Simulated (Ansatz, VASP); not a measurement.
**Al2B2As: VASP beside Ansatz**

```xyz
10
Lattice="7.1563 0.0000 0.0000 0.0000 7.1563 0.0000 0.0000 0.0000 2.9076" Properties=species:S:1:pos:R:3 pbc="T T T"
Al    2.6656    6.2438    1.4538
Al    0.9125    2.6656    1.4538
Al    4.4907    0.9125    1.4538
Al    6.2438    4.4907    1.4538
B     1.2243    4.8024    1.4538
B     2.3539    1.2243    1.4538
B     5.9321    2.3539    1.4538
B     4.8024    5.9321    1.4538
As    0.0000    0.0000    0.0000
As    3.5782    3.5782    0.0000
```

Change from the starting cell: species swapped into the ErB2C2 type (P4/mbm, No. 127).

Alike in both runs: functional PBE; k mesh 6 × 6 × 12; occupations gaussian, width 0.1 eV; no spin polarisation.

Ansatz relaxed the structure, and its values are those at the end. VASP's run is a single point on that final structure, the one shown.

```csv
,VASP,Ansatz
version,VASP 6.6.1,Ansatz 0.2.0
potentials or method,"VASP PAW PBE potentials, release 64 (Al, B, As), cutoff 520 eV","scalar-relativistic, plane waves, PAW"
valence electrons in the cell,34,54
```

```csv
,VASP,Ansatz,Ansatz less VASP
gap on the k mesh at the Fermi level (eV),none,none,-
pressure (GPa),0.0,0.0,+0.05
```

A gap of «none» marks a metal or a gap that the smearing closes. With one functional, cell and mesh, what is left measures potentials, basis and numerics. VASP's potentials hold 34 valence electrons a cell and Ansatz's 54, so a difference there can come from the potentials and not from the codes.
